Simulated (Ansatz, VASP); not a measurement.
**Al: VASP beside Ansatz**

```
Al
1.0
    -1.61751    1.84396    1.61751
     1.61751   -1.84396    1.61751
     1.39106    1.61751   -1.61751
Al
1
Direct
  0.00000 0.00000 0.00000
```

Change from the starting cell: engineering shear strain xy -0.1400, strain +e along x and -e along y -0.0700.

Alike in both runs: task single point; functional PBE; k mesh 20 × 20 × 20; occupations gaussian, width 0.15 eV; no spin polarisation.

|  | VASP | Ansatz |
| --- | --- | --- |
| version | VASP 6.6.1 | Ansatz 0.2.0 |
| potentials or method | VASP PAW PBE potentials, release 64 (Al), cutoff 520 eV | scalar-relativistic, plane waves, PAW |
| valence electrons in the cell | 3 | 3 |

Ansatz gave:

- gap on the k mesh at the Fermi level (eV): none
- pressure (GPa): 2.2
- traceless stress, the component that is largest in VASP (GPa): 5.79

Question: Which values does VASP return?

Answer: gap on the k mesh at the Fermi level (eV): none; pressure (GPa): 2.2; traceless stress, the component that is largest in VASP (GPa): 5.77.

A gap of «none» marks a metal or a gap that the smearing closes.
